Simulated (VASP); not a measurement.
Here is a VASP 6.6.1 calculation.

INCAR

```
AGGAC = 1.0 ; AGGAX = 1.0
ALDAC = 0.0 ; ALDAX = 1.0
ALGO = Normal ; EDIFF = 1E-6
ENCUT = 520 ; GGA = B5
ISIF = 2 ; ISMEAR = -1
LASPH = T ; LCHARG = F
LREAL = F ; LWAVE = F
NBANDS = 21 ; NELM = 100
PREC = Accurate ; SIGMA = 0.1
```

The input KPOINTS:

```
k-points
0
Gamma
  12 12 6
```

POSCAR

```
Sn
1.0
    3.3476457925      0.0000000000      0.0000000000
   -1.6738228962      2.8991462992      0.0000000000
    0.0000000000      0.0000000000      5.5601420498
Sn
2
Direct
    0.3333333333      0.6666666667      0.2500000000
    0.6666666667      0.3333333333      0.7500000000
```

Potentials or basis: VASP PAW PBE potentials, release 64 (Sn_d).

Launch:

```bash
$ cat potpaw_PBE.64/Sn_d/POTCAR > POTCAR
$ mpirun -np 1 vasp_std > vasp.out
```

(1) What does it give for the pressure?

(2) Predict the band gap on the k mesh.

Answers

(1) 6.2 GPa.

(2) zero (band 14 reaches 14.55 eV, above the bottom of band 15 at 6.29 eV).

Caveat: the PAW data sets were made with another functional, which shifts forces and pressure a little; spin-orbit coupling is left out, which moves the levels of the heavy elements.
